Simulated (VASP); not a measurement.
Here is a VASP 6.6.1 calculation.

Contents of INCAR:

```
SYSTEM = BiTe3As
PREC = Accurate ; ENCUT = 520
EDIFF = 1E-6 ; ISMEAR = -1
SIGMA = 0.02 ; LREAL = .False.
LASPH = .True. ; NELM = 60
ALGO = Normal ; ISIF = 2
LWAVE = .False. ; LCHARG = .True.
GGA = PE ; LELF = .True.
LVHAR = .True. ; NBANDS = 49
```

Contents of KPOINTS:

```
regular mesh
0
Gamma
  6 6 4
  0 0 0
```

File POSCAR:

```
BiTe3As
1.0
   10.3907538675     -2.1043110188     -0.0598115907
   10.3907538675      2.1043110188     -0.0598115907
   -0.8893865814      0.0000000000      7.2948805990
Bi Te As
2 6 2
Direct
    0.6640155582      0.6640155582      0.0545015282
    0.3359844418      0.3359844418      0.9454984718
    0.9286157963      0.9286157963      0.1561952491
    0.0713842037      0.0713842037      0.8438047509
    0.7445270216      0.7445270216      0.7269830364
    0.4265731220      0.4265731220      0.6277044786
    0.5734268780      0.5734268780      0.3722955214
    0.2554729784      0.2554729784      0.2730169636
    0.1409117774      0.1409117774      0.5588705262
    0.8590882226      0.8590882226      0.4411294738
```

Potentials or basis: VASP PAW PBE potentials, release 64 (Bi_d, Te, As).

Command:

```bash
$ cat potpaw_PBE.64/Bi_d/POTCAR potpaw_PBE.64/Te/POTCAR potpaw_PBE.64/As/POTCAR > POTCAR
$ mpirun -np 1 vasp_std > vasp.out
```

**Question.** Estimate the pressure.

**Answer.** 1.6 GPa.

**Question.** What does it give for the largest force?

**Answer.** 0.221 eV/Å.

Forces on the atoms (eV/Å):
```
Bi  -0.035  0.000  0.009
Bi   0.035  0.000 -0.009
Te   0.185  0.000 -0.054
Te  -0.185  0.000  0.054
Te  -0.022  0.000 -0.169
Te   0.163  0.000  0.060
Te  -0.163  0.000 -0.060
Te   0.022  0.000  0.169
As   0.218  0.000 -0.036
As  -0.218  0.000  0.036
```
